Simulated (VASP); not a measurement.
# TiSi5 (P6/mmm) in VASP: single point with PBEsol

Aim: the single point of TiSi5 with PBEsol.

All numbers are computed with VASP 6.6.1; they aren't measurements. Logs are shortened: lines on timing, memory, paths and dates and some standing lists are left out, and cuts for length are marked.

## 1. The cell of the first run

Symmetry: P6/mmm, No. 191, hexagonal system. Conventional cell: a = 4.427 Å, b = 4.427 Å, c = 4.991 Å, α = 90.00°, β = 90.00°, γ = 120.00°. Within 3.3 Å of Ti (site symmetry 6/mmm) lie 14 Si at 2.50 to 2.84 Å. Si (site symmetry 6/mmm) has 2 Ti at 2.50 Å and 12 Si at 2.85 Å within 3.3 Å. Within 3.3 Å of Si (site symmetry 3m) lie 8 Si at 2.49 to 2.85 Å and 3 Ti at 2.84 Å.

## 2. Single point, PBEsol

Contents of INCAR:

```
ALGO = Normal ; EDIFF = 1E-7
ENCUT = 520 ; GGA = PS
ISIF = 2 ; ISMEAR = 0
LASPH = T ; LCHARG = F
LREAL = F ; LWAVE = F
NBANDS = 25 ; NELM = 100
PREC = Accurate ; SIGMA = 0.1
```

Contents of KPOINTS:

```
k-points
0
Gamma
  12 12 8
```

Contents of POSCAR:

```
TiSi5
1.0
    2.2134846122     -3.8338678102      0.0000000000
   -4.4269692245      0.0000000000      0.0000000000
    0.0000000000      0.0000000000     -4.9905460083
Ti Si
1 5
Direct
    0.0000000000      1.0000000000      0.5000000000
    0.0000000000      1.0000000000      0.0000000000
    0.3333333333      0.6666666667      0.2507053673
    0.3333333333      0.6666666667      0.7492946327
    0.6666666667      0.3333333333      0.2507053673
    0.6666666667      0.3333333333      0.7492946327
```

Potentials or basis: VASP PAW PBE potentials, release 64 (Ti_sv, Si).

Started as:

```
$ cat potpaw_PBE.64/Ti_sv/POTCAR potpaw_PBE.64/Si/POTCAR > POTCAR
$ mpirun -np 1 vasp_std > vasp.out
```

OUTCAR:

```text
EDIFF = 1E-7
   ENCUT = 520
   GGA = PS
   ISIF = 2
   ISMEAR = 0
   LASPH = T
   LREAL = F
   NELM = 100
   PREC = Accurate

 ion  position               nearest neighbor table
   1  0.000  0.000  0.500-   2 2.50   2 2.50   4 2.84   5 2.84   6 2.84   3 2.84   5 2.84   6 2.84
                             3 2.84   4 2.84   5 2.84   6 2.84   3 2.84   4 2.84
   2  0.000  0.000  0.000-   1 2.50   1 2.50   4 2.85   5 2.85   6 2.85   3 2.85   5 2.85   6 2.85
                             3 2.85   4 2.85   5 2.85   6 2.85   3 2.85   4 2.85
   3  0.333  0.667  0.251-   4 2.49   4 2.50   5 2.56   5 2.56   5 2.56   1 2.84   1 2.84   1 2.84
                             2 2.85   2 2.85   2 2.85
   4  0.333  0.667  0.749-   3 2.49   3 2.50   6 2.56   6 2.56   6 2.56   1 2.84   1 2.84   1 2.84
                             2 2.85   2 2.85   2 2.85
   5  0.667  0.333  0.251-   6 2.49   6 2.50   3 2.56   3 2.56   3 2.56   1 2.84   1 2.84   1 2.84
                             2 2.85   2 2.85   2 2.85
   6  0.667  0.333  0.749-   5 2.49   5 2.50   4 2.56   4 2.56   4 2.56   1 2.84   1 2.84   1 2.84
                             2 2.85   2 2.85   2 2.85

  LATTYP: Found a hexagonal cell.
 ALAT       =     4.4269692245
 C/A-ratio  =     1.1273053313

  Lattice vectors:

 A1 = (   2.2134846122,  -3.8338678102,   0.0000000000)
 A2 = (  -4.4269692245,   0.0000000000,   0.0000000000)
 A3 = (   0.0000000000,   0.0000000000,  -4.9905460083)

Analysis of symmetry for initial positions (statically):
=====================================================================
 Subroutine PRICEL returns:
 Original cell was already a primitive cell.

 Routine SETGRP: Setting up the symmetry group for a
 hexagonal supercell.

 Subroutine GETGRP returns: Found 24 space group operations
 (whereof 24 operations were pure point group operations)
 out of a pool of 24 trial point group operations.

The static configuration has the point symmetry D_6h.

Analysis of symmetry for dynamics (positions and initial velocities):
=====================================================================
 Subroutine PRICEL returns:
 Original cell was already a primitive cell.

 Routine SETGRP: Setting up the symmetry group for a
 hexagonal supercell.

 Subroutine GETGRP returns: Found 24 space group operations
 (whereof 24 operations were pure point group operations)
 out of a pool of 24 trial point group operations.

The dynamic configuration has the point symmetry D_6h.

[... 108 lines left out ...]
   EDIFFG = 0.1E-05   stopping-criterion for IOM
   NSW    =      0    number of steps for IOM
   IBRION =     -1    ionic relax: 0-MD 1-quasi-New 2-CG
   NFREE  =      0    steps in history (QN), initial steepest desc. (CG)
   ISIF   =      2    stress and relaxation
   ISYM   =      2    0-nonsym 1-usesym 2-fastsym
   POTIM  = 0.5000    time-step for ionic-motion
   TEBEG  =    0.0;   TEEND  =   0.0 temperature during run
   PSTRESS=    0.0 pullay stress
   NELECT =      32.0000    total number of electrons
   NUPDOWN=      -1.0000    fix difference up-down
   EMIN   =  10.00;   EMAX   =-10.00  energy-range for DOS
   EFERMI =   0.00;   METHOD = LEGACY
   ISMEAR =     0;   SIGMA  =   0.10  broadening in eV -4-tet -1-fermi 0-gaus
   EFERMI_NEDOS =   21; number of points for ismear=-14 and -15
   IALGO  =     38    algorithm
   IMIX   =      4    mixing-type and parameters
     AMIX     =   0.40;   BMIX     =  1.00
     AMIX_MAG =   1.60;   BMIX_MAG =  1.00
  volume/ion in A,a.u.               =      14.12        95.27
  Fermi-wavevector in a.u.,A,eV,Ry     =   1.183480  2.236453 19.056659  1.400625
  Thomas-Fermi vector in A             =   2.319714
   LORBIT       =      0    0 simple, 1 ext, 2 COOP (PROOUT), +10 PAW based schemes
   GGA     = PS    functional components
   LHFCALC =     F    Hartree Fock is set to
   AEXX    =    0.0000 exact exchange contribution
   IVDW    =     0    specifies the selected vdW correction
   LEPSILON=     F    determine dielectric tensor
   LRPA    =     F    only Hartree local field effects (RPA)
 non-spin polarized calculation
 Gauss-broadening in eV      SIGMA  =   0.10
  energy-cutoff  :      520.00
  volume of cell :       84.70
 maximum number of plane-waves:      2305
 NGX is ok and might be reduce to    36
   NGX = 17   NGY = 17   NGZ = 19

 number of electron      31.9999996 magnetization

 Free energy of the ion-electron system (eV)
  ---------------------------------------------------
  ext. energy  EPLUGINS =         0.00000000
  ---------------------------------------------------
  free energy    TOTEN  =       -37.14140159 eV

  energy without entropy =      -37.12104292  energy(sigma->0) =      -37.13122226

 E-fermi :  10.3490     XC(G=0): -11.5512

 val. band max:       10.3469500363   @ k =   0.2500   0.0000   0.2500
 cond. band min:      10.3567423548   @ k =   0.3333   0.0833   0.5000
 fundamental gap:      0.0097923185
 Fermi energy:        10.3490239238

 k-point     1 :       0.0000    0.0000    0.0000
  band No.  band energies     occupation
      1     -46.0732      2.00000
      2     -22.5373      2.00000
      3     -22.4728      2.00000
      4     -22.4728      2.00000
      5      -3.4847      2.00000
      6       1.9712      2.00000
[... 661 lines left out ...]
     24      14.5706      0.00000
     25      15.2959      0.00000

 [... further k-points ...]

------------------------ aborting loop because EDIFF is reached ----------------------------------------

  FORCE on cell =-STRESS in cart. coord.  units (eV):
  Direction    XX          YY          ZZ          XY          YZ          ZX
  --------------------------------------------------------------------------------------
  -------------------------------------------------------------------------------------
  Total        0.0547739      0.0547739      0.0440838      0.0000000      0.0000000      0.0000000
  in kB        1.0360791      1.0360791      0.8338691      0.0000000      0.0000000      0.0000000
  external PRESSURE =       0.9686758 kB  Pullay stress =       0.0000000 kB

 VOLUME and BASIS-vectors are now :
 -----------------------------------------------------------------------------
  energy-cutoff  :      520.00
  volume of cell :       84.70
      direct lattice vectors                 reciprocal lattice vectors
     2.213484612 -3.833867810  0.000000000     0.000000000 -0.260833198  0.000000000
    -4.426969224  0.000000000  0.000000000    -0.225888175 -0.130416599  0.000000000
     0.000000000  0.000000000 -4.990546008     0.000000000  0.000000000 -0.200378876

 POSITION                                       TOTAL-FORCE (eV/Angst)
 -----------------------------------------------------------------------------------
      0.00000      0.00000     -2.49527         0.000000      0.000000      0.000000
      0.00000      0.00000      0.00000         0.000000      0.000000      0.000000
     -2.21348     -1.27796     -1.25116         0.000000     -0.000000      0.003013
     -2.21348     -1.27796     -3.73939         0.000000     -0.000000     -0.003013
      0.00000     -2.55591     -1.25116        -0.000000      0.000000      0.003013
      0.00000     -2.55591     -3.73939        -0.000000      0.000000     -0.003013
 -----------------------------------------------------------------------------------
    total drift:                                0.000000     -0.000000      0.000000

  FREE ENERGIE OF THE ION-ELECTRON SYSTEM (eV)
  ---------------------------------------------------
  free  energy   TOTEN  =       -37.1414015929 eV

  energy  without entropy=      -37.1210429243  energy(sigma->0) =      -37.13122226
```

OSZICAR:

```text
N       E                     dE             d eps       ncg     rms          rms(c)
DAV:   1     0.203585084252E+03    0.20359E+03   -0.13925E+04  4750   0.122E+03
DAV:   2    -0.183202979547E+02   -0.22191E+03   -0.21028E+03  4879   0.314E+02
DAV:   3    -0.381833968748E+02   -0.19863E+02   -0.18889E+02  7765   0.800E+01
DAV:   4    -0.394410393341E+02   -0.12576E+01   -0.12490E+01  6403   0.162E+01
DAV:   5    -0.394858651658E+02   -0.44826E-01   -0.44808E-01  6870   0.320E+00    0.139E+01
DAV:   6    -0.394247094783E+02    0.61156E-01   -0.18944E+01  6392   0.348E+01    0.130E+01
DAV:   7    -0.373904478560E+02    0.20343E+01   -0.15600E+01  6529   0.306E+01    0.598E+00
DAV:   8    -0.371869500625E+02    0.20350E+00   -0.12960E+00  6103   0.977E+00    0.179E+00
DAV:   9    -0.371419694967E+02    0.44981E-01   -0.14783E-01  6301   0.307E+00    0.652E-01
DAV:  10    -0.371416219688E+02    0.34753E-03   -0.16332E-02  6394   0.944E-01    0.323E-01
DAV:  11    -0.371421222393E+02   -0.50027E-03   -0.54883E-03  6398   0.630E-01    0.217E-01
DAV:  12    -0.371413992875E+02    0.72295E-03   -0.17802E-03  6310   0.377E-01    0.211E-02
DAV:  13    -0.371414012461E+02   -0.19586E-05   -0.52912E-05  5598   0.474E-02    0.140E-02
DAV:  14    -0.371414018742E+02   -0.62808E-06   -0.31900E-06  7208   0.117E-02    0.963E-03
DAV:  15    -0.371414016940E+02    0.18024E-06   -0.99887E-07  5725   0.633E-03    0.300E-03
DAV:  16    -0.371414015232E+02    0.17077E-06   -0.33475E-07  5263   0.509E-03    0.835E-04
DAV:  17    -0.371414015929E+02   -0.69727E-07   -0.31133E-08  2713   0.142E-03
   1 F= -.37141402E+02 E0= -.37131222E+02  d E =-.203587E-01
```

It took 4.2 min on 1 thread of AMD EPYC 9R45 (Zen 5), shared host; peak memory 0.29 GiB.

What came out:

```yaml
Free_energy: -37.1414 eV
Pressure: 0.1 GPa
Largest_force: 0.003 eV/Å
Band_gap_on_the_k_mesh: zero (band 16 reaches 11.52 eV, above the bottom of band 17 at 9.20 eV)
```

Forces on the atoms (eV/Å):
```
Ti   0.000  0.000  0.000
Si   0.000  0.000  0.000
Si   0.000  0.000  0.003
Si   0.000  0.000 -0.003
Si   0.000  0.000  0.003
Si   0.000  0.000 -0.003
```

Caveat: the PAW data sets were made with another functional, which shifts forces and pressure a little.
